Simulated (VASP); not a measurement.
A run of VASP 6.6.1 is set up as follows.

POSCAR

```
Au
1.0
    1.3440466801     -2.3531627505      0.0000000000
    1.3440466801      2.3531627505      0.0000000000
    0.0000000000      0.0000000000      4.4879836016
Au
2
Direct
    0.6651504339      0.3348495661      0.2500000000
    0.3348495661      0.6651504339      0.7500000000
```

INCAR.step1

```
PREC = Accurate
ENCUT = 520
ISMEAR = 0
SIGMA = 0.1
LREAL = F
LASPH = T
NELM = 80
NBANDS = 18
GGA = PE
ALGO = Normal
EDIFF = 1E-4
LWAVE = T
LCHARG = F
```

INCAR.step2

```
PREC = Accurate
ENCUT = 520
EDIFF = 1E-6
ISMEAR = 0
SIGMA = 0.1
LREAL = F
LASPH = T
NELM = 80
ALGO = Normal
ISIF = 2
LWAVE = F
LCHARG = F
METAGGA = R2SCAN
LMIXTAU = T
NBANDS = 18
ISTART = 1
```

The input KPOINTS:

```
Automatic mesh
0
Gamma
  18 18 10
```

Potentials or basis: VASP PAW PBE potentials, release 64 (Au).

Launch:

```bash
$ cat potpaw_PBE.64/Au/POTCAR > POTCAR
$ cp INCAR.step1 INCAR
$ mpirun -np 1 vasp_std > vasp.out
$ cp INCAR.step2 INCAR
$ mpirun -np 1 vasp_std > vasp.out
```

What does it give for the band gap on the k mesh?

Zero (bands 11 and 12 overlap by 8.63 eV).

Predict the pressure.

61.3 GPa.

Stress tensor (GPa, compression positive):
```
61.36  0.00  0.00
 0.00 61.22  0.00
 0.00  0.00 61.29
```

Caveat: the cell stands under pressure; the PAW data sets were made with another functional, which shifts forces and pressure a little; spin-orbit coupling is left out, which moves the levels of the heavy elements.
